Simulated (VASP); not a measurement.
# SiC (P6_3mc) in VASP: notebook

SiC is run at these levels: LDA; tasks: relaxation of the atoms.

All numbers are computed with VASP 6.6.1; they aren't measurements. Logs are shortened: lines on timing, memory, paths and dates and some standing lists are left out, and cuts for length are marked.

## 1. The cell of the first run

It takes space group P6_3mc (No. 186, hexagonal). Conventional cell: a = 2.894 Å, b = 2.894 Å, c = 5.146 Å, α = 90.00°, β = 90.00°, γ = 120.00°. Within 2.4 Å of Si (site symmetry 3m) lie 4 C at 1.79 to 1.93 Å. Within 2.4 Å of C (site symmetry 3m) lie 4 Si at 1.79 to 1.93 Å.

## 2. Relaxation of the atoms, LDA (9.33 Å³/atom)

INCAR

```
  ALGO = Normal
  EDIFF = 1E-6
  EDIFFG = -0.01
  ENCUT = 520
  IBRION = 2
  ISIF = 2
  ISMEAR = 0
  LASPH = True
  LCHARG = False
  LREAL = False
  LWAVE = False
  NELM = 100
  NSW = 50
  PREC = Accurate
  SIGMA = 0.05
```

KPOINTS

```
k-points
0
Gamma
  12 12 6
```

POSCAR

```
SiC
1.0
    2.8940077319      0.0000000000      0.0000000000
   -1.4470038660      2.5062842146      0.0000000000
    0.0000000000      0.0000000000      5.1464139497
Si C
2 2
Direct
    0.3333333333      0.6666666667      0.0046041256
    0.6666666667      0.3333333333      0.5046041256
    0.3333333333      0.6666666667      0.3803958744
    0.6666666667      0.3333333333      0.8803958744
```

Potentials or basis: VASP PAW LDA potentials, release 64 (Si, C).

Command:

```console
$ cat potpaw_LDA.64/Si/POTCAR potpaw_LDA.64/C/POTCAR > POTCAR
$ mpirun -np 1 vasp_std > vasp.out
```

OUTCAR:

```text
EDIFF = 1E-6
   EDIFFG = -0.01
   ENCUT = 520
   IBRION = 2
   ISIF = 2
   ISMEAR = 0
   LASPH = True
   LREAL = False
   NELM = 100
   NSW = 50
   PREC = Accurate

 ion  position               nearest neighbor table
   1  0.333  0.667  0.005-   4 1.79   4 1.79   4 1.79   3 1.93   2 3.07   2 3.07   2 3.07   2 3.07
                             2 3.07   2 3.07
   2  0.667  0.333  0.505-   3 1.79   3 1.79   3 1.79   4 1.93   1 3.07   1 3.07   1 3.07   1 3.07
                             1 3.07   1 3.07
   3  0.333  0.667  0.380-   2 1.79   2 1.79   2 1.79   1 1.93
   4  0.667  0.333  0.880-   1 1.79   1 1.79   1 1.79   2 1.93

  LATTYP: Found a hexagonal cell.
 ALAT       =     2.8940077319
 C/A-ratio  =     1.7783000000

  Lattice vectors:

 A1 = (   2.8940077319,   0.0000000000,   0.0000000000)
 A2 = (  -1.4470038660,   2.5062842146,   0.0000000000)
 A3 = (   0.0000000000,   0.0000000000,   5.1464139497)

Analysis of symmetry for initial positions (statically):
=====================================================================
 Subroutine PRICEL returns:
 Original cell was already a primitive cell.

 Routine SETGRP: Setting up the symmetry group for a
 hexagonal supercell.

 Subroutine GETGRP returns: Found 12 space group operations
 (whereof  6 operations were pure point group operations)
 out of a pool of 24 trial point group operations.

The static configuration has the point symmetry C_3v.
 The point group associated with its full space group is C_6v.

Analysis of symmetry for dynamics (positions and initial velocities):
=====================================================================
 Subroutine PRICEL returns:
 Original cell was already a primitive cell.

 Routine SETGRP: Setting up the symmetry group for a
 hexagonal supercell.

 Subroutine GETGRP returns: Found 12 space group operations
 (whereof  6 operations were pure point group operations)
 out of a pool of 24 trial point group operations.

The dynamic configuration has the point symmetry C_3v.
 The point group associated with its full space group is C_6v.

 Subroutine INISYM returns: Found 12 space group operations
 (whereof  6 operations are pure point group operations),
 and found     1 'primitive' translations

----------------------------------------------------------------------------------------

                                     Primitive cell

  volume of cell :      37.3280

  direct lattice vectors                    reciprocal lattice vectors
     2.894007732  0.000000000  0.000000000     0.345541579  0.199498523  0.000000000
    -1.447003866  2.506284215  0.000000000     0.000000000  0.398997047  0.000000000
     0.000000000  0.000000000  5.146413950     0.000000000  0.000000000  0.194310059

  length of vectors
     2.894007732  2.894007732  5.146413950     0.398997047  0.398997047  0.194310059

  position of ions in fractional coordinates (direct lattice)
     0.333333333  0.666666667  0.004604126
     0.666666667  0.333333333  0.504604126
     0.333333333  0.666666667  0.380395874
     0.666666667  0.333333333  0.880395874

  ion indices of the primitive-cell ions
   primitive index   ion index
                 1           1
                 2           2
                 3           3
                 4           4

----------------------------------------------------------------------------------------

 KPOINTS: k-points

Automatic generation of k-mesh.
 Grid dimensions read from file:
 generate k-points for:   12   12    6

 Generating k-lattice:

  Cartesian coordinates                     Fractional coordinates (reciprocal lattice)
     0.028795132  0.016624877  0.000000000     0.083333333  0.000000000  0.000000000
     0.000000000  0.033249754  0.000000000     0.000000000  0.083333333  0.000000000
     0.000000000  0.000000000  0.032385010     0.000000000  0.000000000  0.166666667

  Length of vectors
     0.033249754  0.033249754  0.032385010

  Shift w.r.t. Gamma in fractional coordinates (k-lattice)
     0.000000000  0.000000000  0.000000000

 Subroutine IBZKPT returns following result:
 ===========================================

 Found     76 irreducible k-points:

 Following reciprocal coordinates:
            Coordinates               Weight
  0.000000  0.000000  0.000000      1.000000
  0.083333 -0.000000  0.000000      6.000000
  0.166667  0.000000  0.000000      6.000000
  0.250000  0.000000  0.000000      6.000000
  0.333333  0.000000  0.000000      6.000000
  0.416667  0.000000  0.000000      6.000000
[... 16 lines left out ...]
  0.250000  0.000000  0.166667     12.000000
  0.333333  0.000000  0.166667     12.000000
 [... further k-points ...]
   k-points           NKPTS =     76   k-points in BZ     NKDIM =     76   number of bands    NBANDS=     12
   number of dos      NEDOS =    301   number of ions     NIONS =      4
   total plane-waves  NPLWV =  23040
   dimension x,y,z NGX =    24 NGY =   24 NGZ =   40
   dimension x,y,z NGXF=    48 NGYF=   48 NGZF=   80
   ions per type =               2   2
   NGX,Y,Z   is equivalent  to a cutoff of  13.79, 13.79, 12.92 a.u.
   NGXF,Y,Z  is equivalent  to a cutoff of  27.57, 27.57, 25.84 a.u.
 SYSTEM =  unknown system
   PREC   = accura    normal or accurate (medium, high low for compatibility)
   ISTART =      0    job   : 0-new  1-cont  2-samecut
   ICHARG =      2    charge: 1-file 2-atom 10-const
   ISPIN  =      1    spin polarized calculation?
   LNONCOLLINEAR =      F non collinear calculations
   LSORBIT =      F    spin-orbit coupling
   LASPH  =      T    aspherical Exc in radial PAW
   ENCUT  =  520.0 eV  38.22 Ry    6.18 a.u.   5.38  5.38  9.57*2*pi/ulx,y,z
   NELM   =    100;   NELMIN=  2; NELMDL= -5     # of ELM steps
   EDIFF  = 0.1E-05   stopping-criterion for ELM
   LREAL  =      F    real-space projection
   EDIFFG = -.1E-01   stopping-criterion for IOM
   NSW    =     50    number of steps for IOM
   IBRION =      2    ionic relax: 0-MD 1-quasi-New 2-CG
   NFREE  =      1    steps in history (QN), initial steepest desc. (CG)
   ISIF   =      2    stress and relaxation
   ISYM   =      2    0-nonsym 1-usesym 2-fastsym
   POTIM  = 0.5000    time-step for ionic-motion
   TEBEG  =    0.0;   TEEND  =   0.0 temperature during run
   PSTRESS=    0.0 pullay stress
   NELECT =      16.0000    total number of electrons
   NUPDOWN=      -1.0000    fix difference up-down
   EMIN   =  10.00;   EMAX   =-10.00  energy-range for DOS
   EFERMI =   0.00;   METHOD = LEGACY
   ISMEAR =     0;   SIGMA  =   0.05  broadening in eV -4-tet -1-fermi 0-gaus
   EFERMI_NEDOS =   21; number of points for ismear=-14 and -15
   IALGO  =     38    algorithm
   IMIX   =      4    mixing-type and parameters
     AMIX     =   0.40;   BMIX     =  1.00
     AMIX_MAG =   1.60;   BMIX_MAG =  1.00
  volume/ion in A,a.u.               =       9.33        62.98
  Fermi-wavevector in a.u.,A,eV,Ry     =   1.234345  2.332574 20.729942  1.523608
  Thomas-Fermi vector in A             =   2.369039
   LORBIT       =      0    0 simple, 1 ext, 2 COOP (PROOUT), +10 PAW based schemes
   GGA     = CA    functional components
   LHFCALC =     F    Hartree Fock is set to
   AEXX    =    0.0000 exact exchange contribution
   IVDW    =     0    specifies the selected vdW correction
   LEPSILON=     F    determine dielectric tensor
   LRPA    =     F    only Hartree local field effects (RPA)
 conjugate gradient relaxation of ions
 non-spin polarized calculation
 Gauss-broadening in eV      SIGMA  =   0.05
  energy-cutoff  :      520.00
  volume of cell :       37.33
 maximum number of plane-waves:      1033
 NGX is ok and might be reduce to    24
   NGX = 11   NGY = 11   NGZ = 19

--------------------------------------- Ionic step        1  -------------------------------------------

 number of electron      16.0000001 magnetization

 Free energy of the ion-electron system (eV)
  ---------------------------------------------------
  ext. energy  EPLUGINS =         0.00000000
  ---------------------------------------------------
  free energy    TOTEN  =       -32.70039137 eV

  energy without entropy =      -32.70039137  energy(sigma->0) =      -32.70039137

 E-fermi :   9.8407     XC(G=0): -11.9945

 val. band max:        9.5949067463   @ k =   0.0000   0.0000   0.0000
 cond. band min:      11.1919573633   @ k =   0.3333   0.3333   0.0000
 fundamental gap:      1.5970506170
 Fermi energy:         9.8407369434

 k-point     1 :       0.0000    0.0000    0.0000
  band No.  band energies     occupation
      1      -6.9003      2.00000
      2      -3.5771      2.00000
      3      -0.0232      2.00000
      4       8.6140      2.00000
      5       8.6140      2.00000
      6       8.8378      2.00000
      7       9.5949      2.00000
      8       9.5949      2.00000
      9      14.5530      0.00000
     10      16.4618      0.00000
     11      17.3802      0.00000
     12      17.3802      0.00000
[... 418 lines left out ...]
  energy  without entropy=      -32.7146213391  energy(sigma->0) =      -32.71462134

--------------------------------------- Ionic step        3  -------------------------------------------

 number of electron      16.0000001 magnetization

 Free energy of the ion-electron system (eV)
  ---------------------------------------------------
  ext. energy  EPLUGINS =         0.00000000
  ---------------------------------------------------
  free energy    TOTEN  =       -32.75230056 eV

  energy without entropy =      -32.75230056  energy(sigma->0) =      -32.75230056

 E-fermi :  10.0095     XC(G=0): -12.0022

 val. band max:        9.7852285551   @ k =   0.0000   0.0000   0.0000
 cond. band min:      10.9586086879   @ k =   0.3333   0.3333   0.0000
 fundamental gap:      1.1733801327
 Fermi energy:        10.0094652976

 k-point     1 :       0.0000    0.0000    0.0000
  band No.  band energies     occupation
      1      -6.8787      2.00000
      2      -3.4673      2.00000
      3      -0.1950      2.00000
      4       8.5785      2.00000
      5       8.7651      2.00000
      6       8.7651      2.00000
      7       9.7852      2.00000
      8       9.7852      2.00000
      9      14.6399      0.00000
     10      16.4639      0.00000
     11      17.4078      0.00000
     12      17.4078      0.00000
[... 376 lines left out ...]
  FREE ENERGIE OF THE ION-ELECTRON SYSTEM (eV)
  ---------------------------------------------------
  free  energy   TOTEN  =       -32.7523005618 eV

  energy  without entropy=      -32.7523005618  energy(sigma->0) =      -32.75230056

 reached required accuracy - stopping structural energy minimisation
```

It took 28 s on 1 thread of Intel Xeon Platinum 8488C (Sapphire Rapids), shared host; peak memory 0.15 GiB.

Results:

| Item | Value |
| --- | --- |
| Free energy | -32.7523 eV |
| Energy gained by relaxing | 13.0 meV/atom |
| Ionic steps | 3 |
| Pressure after relaxing | 23.6 GPa |
| Band gap on the k mesh | 1.17 eV (least direct gap 4.25 eV) |

The path:
| step | energy change (eV) | largest force (eV/Å) | pressure (GPa) |
| --- | --- | --- | --- |
| 1 | 0.0000 | 0.9677 | 25.66 |
| 2 | -0.0142 | 0.9344 | 22.49 |
| 3 | -0.0519 | 0.0007 | 23.60 |

Final structure:
```cif
data_structure
_symmetry_space_group_name_H-M 'P 1'
_symmetry_Int_Tables_number 1
_cell_length_a 2.8940
_cell_length_b 2.8940
_cell_length_c 5.1464
_cell_angle_alpha 90.000
_cell_angle_beta 90.000
_cell_angle_gamma 120.000
_cell_volume 37.33
loop_
_atom_site_label
_atom_site_type_symbol
_atom_site_fract_x
_atom_site_fract_y
_atom_site_fract_z
_atom_site_occupancy
Si1 Si 0.33333 0.66667 0.00964 1
Si2 Si 0.66667 0.33333 0.50964 1
C1 C 0.33333 0.66667 0.37536 1
C2 C 0.66667 0.33333 0.87536 1
```

A k mesh can miss the band edges. A hybrid or GW would open this gap; LDA tends to underestimate it.

## 3. Relaxation of the atoms, LDA (9.33 Å³/atom)

INCAR

```
PREC     = Accurate       # precision mode
ENCUT    = 520            # plane-wave cutoff, eV
EDIFF    = 1E-7           # SCF threshold, eV
ISMEAR   = 0              # smearing method
SIGMA    = 0.05           # smearing width, eV
LREAL    = F              # projectors in reciprocal space
LASPH    = T              # aspherical terms in the spheres
NELM     = 80             # most SCF steps
ALGO     = Normal         # electronic algorithm
ISIF     = 2              # what is computed and relaxed
LWAVE    = F              # write WAVECAR
LCHARG   = F              # write CHGCAR
IBRION   = 2              # ionic algorithm
NSW      = 50             # ionic steps
EDIFFG   = -0.01          # ionic threshold
```

KPOINTS

```
regular mesh
0
Gamma
  12 12 6
```

POSCAR

```
SiC
1.0
    2.9723772105      0.0000000000      0.0000000000
   -1.4861886053      2.5741541739      0.0000000000
    0.0000000000      0.0000000000      4.8786115994
Si C
2 2
Direct
    0.3333333333      0.6666666667      0.0046041256
    0.6666666667      0.3333333333      0.5046041256
    0.3333333333      0.6666666667      0.3803958744
    0.6666666667      0.3333333333      0.8803958744
```

Potentials or basis: VASP PAW LDA potentials, release 64 (Si, C).

Command:

```console
$ cat potpaw_LDA.64/Si/POTCAR potpaw_LDA.64/C/POTCAR > POTCAR
$ mpirun -np 1 vasp_std > vasp.out
```

It took 22 s on 1 thread of Intel Xeon Platinum 8488C (Sapphire Rapids), shared host; peak memory 0.15 GiB.

It converged, with:

```
Free energy               : -33.0513 eV
Energy gained by relaxing : 0.0 meV/atom
Ionic steps               : 3
Pressure after relaxing   : 23.0 GPa
Band gap on the k mesh    : 1.96 eV (least direct gap 4.08 eV)
```

Stress tensor (GPa, compression positive):
```
23.20  0.00  0.00
 0.00 23.20  0.00
 0.00  0.00 22.74
```

Final structure:
```cif
data_structure
_symmetry_space_group_name_H-M 'P 1'
_symmetry_Int_Tables_number 1
_cell_length_a 2.9724
_cell_length_b 2.9724
_cell_length_c 4.8786
_cell_angle_alpha 90.000
_cell_angle_beta 90.000
_cell_angle_gamma 120.000
_cell_volume 37.33
loop_
_atom_site_label
_atom_site_type_symbol
_atom_site_fract_x
_atom_site_fract_y
_atom_site_fract_z
_atom_site_occupancy
Si1 Si 0.33333 0.66667 0.00468 1
Si2 Si 0.66667 0.33333 0.50468 1
C1 C 0.33333 0.66667 0.38032 1
C2 C 0.66667 0.33333 0.88032 1
```

Levels at points of the mesh, in eV from the valence-band top:
```csv
k point,band 5,band 6,band 7,band 8,band 9,band 10,band 11,band 12
"(0.00, 0.00, 0.00)",-1.36,-0.12,0.00,0.00,5.65,7.18,7.18,7.26
"(0.50, 0.00, 0.00)",-5.81,-3.62,-3.53,-1.22,2.85,4.23,7.44,7.60
"(0.00, 0.00, 0.50)",-0.73,-0.73,-0.73,-0.73,6.72,6.72,7.81,7.81
"(0.50, 0.00, 0.50)",-2.59,-2.59,-2.44,-2.44,3.42,3.42,5.61,5.61
```

A k mesh can miss the band edges. A hybrid or GW would open this gap; LDA tends to underestimate it.
